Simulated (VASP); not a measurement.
Set up this calculation in VASP 6.6.1, as the native input.

- Task: single point
- Functional: r2SCAN
- Potentials or basis: VASP PAW PBE potentials, release 64 (Al)
- Cutoff: 520 eV
- k mesh: 18 × 18 × 10
- Occupations: gaussian, width 0.15 eV
- Spin: no spin polarisation
- Dipole correction: no
- Further INCAR settings: ALGO = Normal; EDIFF = 1e-06; NBANDS = 10

The system is Al.

```
Al
1.0
     2.67183    0.00000    0.00000
    -1.33592    2.31387    0.00000
     0.00000    0.00000    4.86685
Al
2
Direct
  0.66667 0.33333 0.75000
  0.33333 0.66667 0.25000
```

This cell differs from its parent crystal: strain -0.050 along x and y, +0.000 along z.

One way to write it, as run:

POSCAR

```
Al
1.0
    2.6718325839      0.0000000000      0.0000000000
   -1.3359162919      2.3138748923      0.0000000000
    0.0000000000      0.0000000000      4.8668500000
Al
2
Direct
    0.6666666667      0.3333333333      0.7500000000
    0.3333333333      0.6666666667      0.2500000000
```

INCAR.step1

```
SYSTEM = Al
ALGO = Normal
EDIFF = 1E-4
ENCUT = 520
GGA = PE
ISMEAR = 0
LASPH = .TRUE.
LCHARG = .FALSE.
LREAL = .FALSE.
LWAVE = .TRUE.
NBANDS = 10
NELM = 80
PREC = Accurate
SIGMA = 0.15
```

INCAR.step2

```
SYSTEM = Al
ALGO = Normal
EDIFF = 1E-6
ENCUT = 520
ISIF = 2
ISMEAR = 0
ISTART = 1
LASPH = .TRUE.
LCHARG = .FALSE.
LMIXTAU = .TRUE.
LREAL = .FALSE.
LWAVE = .FALSE.
METAGGA = R2SCAN
NBANDS = 10
NELM = 80
PREC = Accurate
SIGMA = 0.15
```

KPOINTS

```
k-points
0
G
  18 18 10
  0 0 0
```

Potentials or basis: VASP PAW PBE potentials, release 64 (Al).

Run with:

```sh
$ cat potpaw_PBE.64/Al/POTCAR > POTCAR
$ cp INCAR.step1 INCAR
$ mpirun -np 1 vasp_std > vasp.out
$ cp INCAR.step2 INCAR
$ mpirun -np 1 vasp_std > vasp.out
```

Results of the run:

```
Pressure               : 7.8 GPa
Band gap on the k mesh : zero (band 3 reaches 12.53 eV, above the bottom of band 4 at 5.86 eV)
```

Caveat: the cell differs from its parent crystal (strain -0.050 along x and y, +0.000 along z); the PAW data sets were made with another functional, which shifts forces and pressure a little.

It took 2.1 min on 1 thread of Intel(R) Xeon(R) Platinum 8259CL CPU @ 2.50GHz (Skylake/Cascade Lake), with other jobs on the host, peak memory 0.18 GiB.
